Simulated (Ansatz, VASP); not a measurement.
**One calculation of ZnS, two programs**

The input INCAR:

```
ALGO     = Normal         # electronic algorithm
EDIFF    = 1E-6           # SCF threshold, eV
ENCUT    = 520            # plane-wave cutoff, eV
GGA      = PE             # functional
ISIF     = 2              # what is computed and relaxed
ISMEAR   = 0              # smearing method
LASPH    = True           # aspherical terms in the spheres
LCHARG   = False          # write CHGCAR
LREAL    = False          # projectors in reciprocal space
LWAVE    = False          # write WAVECAR
NBANDS   = 26             # bands
NELM     = 80             # most SCF steps
PREC     = Accurate       # precision mode
SIGMA    = 0.05           # smearing width, eV
```

Contents of KPOINTS:

```
k-points
0
Gamma
  9 9 4
```

File POSCAR:

```
ZnS
1.0
    3.9993810848      0.0000000000      0.0000000000
   -1.9996905424      3.4635656189      0.0000000000
    0.0000000000      0.0000000000      6.3037246812
Zn S
2 2
Direct
    0.2823654471      0.6666666667      0.0052003729
    0.7176345529      0.3333333333      0.5052003729
    0.3745204671      0.6666666667      0.3797996271
    0.6254795329      0.3333333333      0.8797996271
```

Input for Ansatz:

```yaml
crystal:
  lattice:
    - [3.9993810848, 0.0, 0.0]
    - [-1.9996905424, 3.4635656189, 0.0]
    - [0.0, 0.0, 6.3037246812]
  atoms:
    - { symbol: Zn, position: [0.2823654471, 0.6666666667, 0.0052003729] }
    - { symbol: Zn, position: [0.7176345529, 0.3333333333, 0.5052003729] }
    - { symbol: S, position: [0.3745204671, 0.6666666667, 0.3797996271] }
    - { symbol: S, position: [0.6254795329, 0.3333333333, 0.8797996271] }
basis:
  ecutwfc: 520.0
kpoints:
  mp_grid: { grid: [9, 9, 4] }
hamiltonian:
  xc: pbe
scf:
  occupations: { method: gaussian, width: 0.05 }
output:
  forces: true
  stress: true
  eigenvalues: true
  write_density: true
  write_potential: true
  elf: true
  volumetric_format: npy
```

Change from the starting cell: mode 4 frozen in at -0.196 Å, equal normal strain along x and y +0.0400.

Alike in both runs: task single point; functional PBE; k mesh 9 × 9 × 4; occupations gaussian, width 0.05 eV; no spin polarisation.

|  | VASP | Ansatz |
| --- | --- | --- |
| version | VASP 6.6.1 | Ansatz 0.2.0 |
| potentials or method | VASP PAW PBE potentials, release 64 (Zn, S), cutoff 520 eV | scalar-relativistic, plane waves, PAW |
| valence electrons in the cell | 36 | 36 |

Ansatz gave:

| Property | Result |
| --- | --- |
| gap on the k mesh at the Fermi level (eV) | 1.67 |
| least direct gap on the mesh (eV) | 1.67 |
| pressure (GPa) | -4.7 |
| traceless stress, the component that is largest in VASP (GPa) | 2.24 |
| rms of the force components (eV/Å) | 0.118 |

Question: Estimate VASP's values.

Answer: gap on the k mesh at the Fermi level (eV): 1.67; least direct gap on the mesh (eV): 1.67; pressure (GPa): -4.6; traceless stress, the component that is largest in VASP (GPa): 2.25; rms of the force components (eV/Å): 0.117.

Atom by atom the forces differ by 0.002 eV/Å (rms over components). With one functional, cell and mesh, what is left measures potentials, basis and numerics.
